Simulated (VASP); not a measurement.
# Zn8O7 (a cell with a defect) in VASP: single point with PBEsol

Aim: the single point of Zn8O7 (a cell with a defect) with PBEsol.

All numbers are computed with VASP 6.6.1; they aren't measurements. Logs are shortened: lines on timing, memory, paths and dates and some standing lists are left out, and cuts for length are marked.

## Step 1: The cell of the first run

The cell holds a defect, 15 atoms: a = 6.440 Å, b = 5.577 Å, c = 5.200 Å, α = 90.00°, β = 90.00°, γ = 90.00°.

## Step 2: Single point, PBEsol

INCAR

```
PREC = Accurate
ENCUT = 520
EDIFF = 1E-6
ISMEAR = -1
SIGMA = 0.05
LREAL = Auto
LASPH = T
NELM = 80
ALGO = Normal
ISIF = 2
LWAVE = F
LCHARG = F
GGA = PS
NBANDS = 82
```

KPOINTS

```
Automatic mesh
0
Gamma
  2 3 3
```

POSCAR

```
Zn8O7
1.0
   -3.2200000000     -5.5772040000      0.0000000000
    4.8300000000     -2.7886020000      0.0000000000
    0.0000000000      0.0000000000      5.2000000000
Zn O
8 7
Direct
    0.4955078640      0.3345950978     -0.0072580769
    0.4759202943      0.6809994509      0.4899490385
    0.2499999870      0.8343306332      0.0509996154
    0.2500000336      0.1275348050      0.4869255769
    0.0044922270      0.3345952321     -0.0072580769
    0.0240797007      0.6809995106      0.4899490385
    0.7500000249      0.8322929773     -0.0064246154
    0.7500000285      0.1726029175      0.4927959615
    0.4906835172      0.3357596119      0.3784448077
    0.4907656478      0.6730174712      0.8753932692
    0.2499999539      0.1521641515      0.8718796154
    0.0093163569      0.3357595588      0.3784448077
    0.0092343705      0.6730175306      0.8753932692
    0.7500000494      0.8287753952      0.3797980769
    0.7499999083      0.1702216780      0.8759680769
```

Potentials or basis: VASP PAW PBE potentials, release 64 (Zn, O).

Run with:

```console
$ cat potpaw_PBE.64/Zn/POTCAR potpaw_PBE.64/O/POTCAR > POTCAR
$ mpirun -np 1 vasp_std > vasp.out
```

OUTCAR:

```text
PREC = Accurate
   ENCUT = 520
   EDIFF = 1E-6
   ISMEAR = -1
   LREAL = Auto
   LASPH = T
   NELM = 80
   ISIF = 2
   GGA = PS

 ion  position               nearest neighbor table
   1  0.496  0.335  0.993-  15 1.97  11 1.98  10 1.98   9 2.01
   2  0.476  0.681  0.490-  10 2.01   9 2.01  14 2.03   3 2.84   4 2.88   6 2.91
   3  0.250  0.834  0.051-  11 2.00  13 2.01  10 2.01   4 2.80   6 2.84   2 2.84
   4  0.250  0.128  0.487-  11 2.01   9 2.02  12 2.02   3 2.80   2 2.88   6 2.88
   5  0.004  0.335  0.993-  15 1.97  11 1.98  13 1.98  12 2.01
   6  0.024  0.681  0.490-  13 2.01  12 2.01  14 2.03   3 2.84   4 2.88   2 2.91
   7  0.750  0.832  0.994-  15 1.98  13 1.99  10 1.99  14 2.01
   8  0.750  0.173  0.493-  15 1.99  12 1.99   9 1.99  14 2.01
   9  0.491  0.336  0.378-   8 1.99   1 2.01   2 2.01   4 2.02
  10  0.491  0.673  0.875-   1 1.98   7 1.99   2 2.01   3 2.01
  11  0.250  0.152  0.872-   5 1.98   1 1.98   3 2.00   4 2.01
  12  0.009  0.336  0.378-   8 1.99   5 2.01   6 2.01   4 2.02
  13  0.009  0.673  0.875-   5 1.98   7 1.99   6 2.01   3 2.01
  14  0.750  0.829  0.380-   8 2.01   7 2.01   6 2.03   2 2.03
  15  0.750  0.170  0.876-   1 1.97   5 1.97   7 1.98   8 1.99

  LATTYP: Found a simple orthorhombic cell.
 ALAT       =     5.2000000000
 B/A-ratio  =     1.0725391731
 C/A-ratio  =     1.2384616050

  Lattice vectors:

 A1 = (   0.0000000000,   0.0000000000,  -5.2000000000)
 A2 = (   4.8300000000,  -2.7886020000,   0.0000000000)
 A3 = (  -3.2200000000,  -5.5772040000,   0.0000000000)

Analysis of symmetry for initial positions (statically):
=====================================================================
 Subroutine PRICEL returns:
 Original cell was already a primitive cell.

 Routine SETGRP: Setting up the symmetry group for a
 simple orthorhombic supercell.

 Subroutine GETGRP returns: Found  2 space group operations
 (whereof  1 operations were pure point group operations)
 out of a pool of  8 trial point group operations.

The static configuration has the point symmetry C_1 .
 The point group associated with its full space group is C_1h.

Analysis of symmetry for dynamics (positions and initial velocities):
=====================================================================
 Subroutine PRICEL returns:
 Original cell was already a primitive cell.

 Routine SETGRP: Setting up the symmetry group for a
 simple orthorhombic supercell.

 Subroutine GETGRP returns: Found  2 space group operations
 (whereof  1 operations were pure point group operations)
 out of a pool of  8 trial point group operations.

The dynamic configuration has the point symmetry C_1 .
 The point group associated with its full space group is C_1h.

 Subroutine INISYM returns: Found  2 space group operations
 (whereof  1 operations are pure point group operations),
 and found     1 'primitive' translations

----------------------------------------------------------------------------------------

                                     Primitive cell

  volume of cell :     186.7694

  direct lattice vectors                    reciprocal lattice vectors
    -3.220000000 -5.577204000  0.000000000    -0.077639752 -0.134475985  0.000000000
     4.830000000 -2.788602000  0.000000000     0.155279503 -0.089650656  0.000000000
     0.000000000  0.000000000  5.200000000     0.000000000  0.000000000  0.192307692

  length of vectors
     6.440000346  5.577203700  5.200000000     0.155279495  0.179301323  0.192307692

  position of ions in fractional coordinates (direct lattice)
     0.495507864  0.334595098  0.992741923
     0.475920294  0.680999451  0.489949039
     0.249999987  0.834330633  0.050999615
     0.250000034  0.127534805  0.486925577
     0.004492227  0.334595232  0.992741923
     0.024079701  0.680999511  0.489949039
     0.750000025  0.832292977  0.993575385
     0.750000028  0.172602918  0.492795962
     0.490683517  0.335759612  0.378444808
     0.490765648  0.673017471  0.875393269
     0.249999954  0.152164152  0.871879615
[... 34 lines left out ...]
    -0.038819876 -0.067237992  0.000000000     0.500000000 -0.000000000  0.000000000
     0.051759834 -0.029883552  0.000000000     0.000000000  0.333333333  0.000000000
     0.000000000  0.000000000  0.064102564     0.000000000  0.000000000  0.333333333

  Length of vectors
     0.077639747  0.059767108  0.064102564

  Shift w.r.t. Gamma in fractional coordinates (k-lattice)
     0.000000000  0.000000000  0.000000000

 Subroutine IBZKPT returns following result:
 ===========================================

 Found     10 irreducible k-points:

 Following reciprocal coordinates:
            Coordinates               Weight
  0.000000  0.000000  0.000000      1.000000
  0.500000  0.000000  0.000000      1.000000
 -0.000000  0.333333  0.000000      2.000000
  0.500000  0.333333  0.000000      2.000000
  0.000000  0.000000  0.333333      2.000000
  0.500000  0.000000  0.333333      2.000000
 -0.000000  0.333333  0.333333      2.000000
  0.000000 -0.333333  0.333333      2.000000
  0.500000  0.333333  0.333333      2.000000
  0.500000 -0.333333  0.333333      2.000000
   k-points           NKPTS =     10   k-points in BZ     NKDIM =     10   number of bands    NBANDS=     82
   number of dos      NEDOS =    301   number of ions     NIONS =     15
   total plane-waves  NPLWV =  80640
   dimension x,y,z NGX =    48 NGY =   42 NGZ =   40
   dimension x,y,z NGXF=    96 NGYF=   84 NGZF=   80
   ions per type =               8   7
   NGX,Y,Z   is equivalent  to a cutoff of  12.39, 12.52, 12.79 a.u.
   NGXF,Y,Z  is equivalent  to a cutoff of  24.78, 25.04, 25.58 a.u.
 SYSTEM =  unknown system
   PREC   = accura    normal or accurate (medium, high low for compatibility)
   ISTART =      0    job   : 0-new  1-cont  2-samecut
   ICHARG =      2    charge: 1-file 2-atom 10-const
   ISPIN  =      1    spin polarized calculation?
   LNONCOLLINEAR =      F non collinear calculations
   LSORBIT =      F    spin-orbit coupling
   LASPH  =      T    aspherical Exc in radial PAW
   ENCUT  =  520.0 eV  38.22 Ry    6.18 a.u.  11.97 10.37  9.67*2*pi/ulx,y,z
   NELM   =     80;   NELMIN=  2; NELMDL= -5     # of ELM steps
   EDIFF  = 0.1E-05   stopping-criterion for ELM
   LREAL  =      T    real-space projection
   EDIFFG = 0.1E-04   stopping-criterion for IOM
   NSW    =      0    number of steps for IOM
   IBRION =     -1    ionic relax: 0-MD 1-quasi-New 2-CG
   NFREE  =      0    steps in history (QN), initial steepest desc. (CG)
   ISIF   =      2    stress and relaxation
   ISYM   =      2    0-nonsym 1-usesym 2-fastsym
   POTIM  = 0.5000    time-step for ionic-motion
   TEBEG  =    0.0;   TEEND  =   0.0 temperature during run
   PSTRESS=    0.0 pullay stress
   NELECT =     138.0000    total number of electrons
   NUPDOWN=      -1.0000    fix difference up-down
   EMIN   =  10.00;   EMAX   =-10.00  energy-range for DOS
   EFERMI =   0.00;   METHOD = LEGACY
   ISMEAR =    -1;   SIGMA  =   0.05  broadening in eV -4-tet -1-fermi 0-gaus
   EFERMI_NEDOS =   21; number of points for ismear=-14 and -15
   IALGO  =     38    algorithm
   IMIX   =      4    mixing-type and parameters
     AMIX     =   0.40;   BMIX     =  1.00
     AMIX_MAG =   1.60;   BMIX_MAG =  1.00
  volume/ion in A,a.u.               =      12.45        84.03
  Fermi-wavevector in a.u.,A,eV,Ry     =   1.480014  2.796822 29.802782  2.190443
  Thomas-Fermi vector in A             =   2.594101
   LORBIT       =      0    0 simple, 1 ext, 2 COOP (PROOUT), +10 PAW based schemes
   GGA     = PS    functional components
   LHFCALC =     F    Hartree Fock is set to
   AEXX    =    0.0000 exact exchange contribution
   IVDW    =     0    specifies the selected vdW correction
   LEPSILON=     F    determine dielectric tensor
   LRPA    =     F    only Hartree local field effects (RPA)
 non-spin polarized calculation
  energy-cutoff  :      520.00
  volume of cell :      186.77
 maximum number of plane-waves:      5053
 NGX is ok and might be reduce to    48
   NGX = 23   NGY = 21   NGZ = 19

 number of electron     138.0000035 magnetization

 Free energy of the ion-electron system (eV)
  ---------------------------------------------------
  ext. energy  EPLUGINS =         0.00000000
  ---------------------------------------------------
  free energy    TOTEN  =       -68.68776035 eV

  energy without entropy =      -68.68776017  energy(sigma->0) =      -68.68776026

 E-fermi :   1.8199     XC(G=0): -11.1203

 val. band max:        1.0505605053   @ k =   0.5000   0.0000   0.3333
 cond. band min:       2.5071349560   @ k =   0.5000   0.0000   0.0000
 fundamental gap:      1.4565744507
 Fermi energy:         1.8199059603

 k-point     1 :       0.0000    0.0000    0.0000
  band No.  band energies     occupation
      1     -16.9148      2.00000
      2     -16.2894      2.00000
      3     -16.2733      2.00000
      4     -16.2465      2.00000
      5     -16.1698      2.00000
      6     -16.0353      2.00000
[... 829 lines left out ...]
     80       9.4325      0.00000
     81       9.6623      0.00000
 [bands above 81 left out]

------------------------ aborting loop because EDIFF is reached ----------------------------------------

  FORCE on cell =-STRESS in cart. coord.  units (eV):
  Direction    XX          YY          ZZ          XY          YZ          ZX
  --------------------------------------------------------------------------------------
  -------------------------------------------------------------------------------------
  Total       -5.9153949     -5.5722676     -6.5857467      0.2971577      0.0405894     -0.0703028
  in kB      -50.7444540    -47.8009807    -56.4949809      2.5491288      0.3481909     -0.6030839
  external PRESSURE =     -51.6801385 kB  Pullay stress =       0.0000000 kB

 VOLUME and BASIS-vectors are now :
 -----------------------------------------------------------------------------
  energy-cutoff  :      520.00
  volume of cell :      186.77
      direct lattice vectors                 reciprocal lattice vectors
    -3.220000000 -5.577204000  0.000000000    -0.077639752 -0.134475985  0.000000000
     4.830000000 -2.788602000  0.000000000     0.155279503 -0.089650656  0.000000000
     0.000000000  0.000000000  5.200000000     0.000000000  0.000000000  0.192307692

 POSITION                                       TOTAL-FORCE (eV/Angst)
 -----------------------------------------------------------------------------------
      0.02056     -3.69660      5.16226         0.000904     -0.000471     -0.001957
      1.75676     -4.55334      2.54774         0.024643      0.014358     -0.012596
      3.22482     -3.72092      0.26520        -0.001173      0.000677      0.063784
     -0.18901     -1.74994      2.53201        -0.039555      0.022837     -0.012084
      1.60163     -0.95811      5.16226         0.000860     -0.000548     -0.001957
      3.21169     -2.03333      2.54774        -0.000112     -0.028520     -0.012596
      1.60498     -6.50384      5.16659        -0.005011      0.002893     -0.004723
     -1.58133     -4.66422      2.56254         0.004442     -0.002565     -0.006091
      0.04172     -3.67294      1.96791         0.005384     -0.003331      0.000312
      1.67041     -4.61388      4.55204         0.001441     -0.004836     -0.006794
     -0.07005     -1.81863      4.53377         0.001921     -0.001109     -0.005754
      1.59172     -0.98826      1.96791         0.005576     -0.002997      0.000312
      3.22094     -1.92828      4.55204         0.004909      0.001171     -0.006794
      1.58798     -6.49403      1.97495        -0.001017      0.000587      0.004214
     -1.59283     -4.65758      4.55503        -0.003211      0.001854      0.002726
 -----------------------------------------------------------------------------------
    total drift:                                0.001139      0.000864      0.000223

  FREE ENERGIE OF THE ION-ELECTRON SYSTEM (eV)
  ---------------------------------------------------
  free  energy   TOTEN  =       -68.6877603544 eV

  energy  without entropy=      -68.6877601653  energy(sigma->0) =      -68.68776026
```

Run time: 3.3 min. Hardware: 1 thread of AMD EPYC 9R45 (Zen 5), shared host; peak memory 0.29 GiB.

Results:

| Property | Result |
| --- | --- |
| Free energy | -68.6878 eV |
| Pressure | -5.2 GPa |
| Largest force | 0.064 eV/Å |
| Band gap on the k mesh | 1.46 eV |

Forces in eV/Å, atoms in the order of the input:
```
Zn   0.001  0.000 -0.002
Zn   0.025  0.014 -0.013
Zn  -0.001  0.001  0.064
Zn  -0.040  0.023 -0.012
Zn   0.001 -0.001 -0.002
Zn   0.000 -0.029 -0.013
Zn  -0.005  0.003 -0.005
Zn   0.004 -0.003 -0.006
O    0.005 -0.003  0.000
O    0.001 -0.005 -0.007
O    0.002 -0.001 -0.006
O    0.006 -0.003  0.000
O    0.005  0.001 -0.007
O   -0.001  0.001  0.004
O   -0.003  0.002  0.003
```

Stress tensor (GPa, compression positive):
```
-5.07  0.25 -0.06
 0.25 -4.78  0.03
-0.06  0.03 -5.65
```

Levels at points of the mesh, in eV from the valence-band top:
| k point | band 66 | band 67 | band 68 | band 69 | band 70 | band 71 | band 72 | band 73 |
| --- | --- | --- | --- | --- | --- | --- | --- | --- |
| (0.00, 0.00, 0.00) | -0.96 | -0.62 | -0.44 | -0.38 | 2.60 | 3.75 | 4.14 | 4.72 |
| (0.50, 0.00, 0.00) | -0.98 | -0.63 | -0.56 | -0.05 | 1.46 | 4.30 | 4.73 | 4.81 |

Caveat: the k points lie up to 0.49 Å⁻¹ apart; the PAW data sets were made with another functional, which shifts forces and pressure a little.
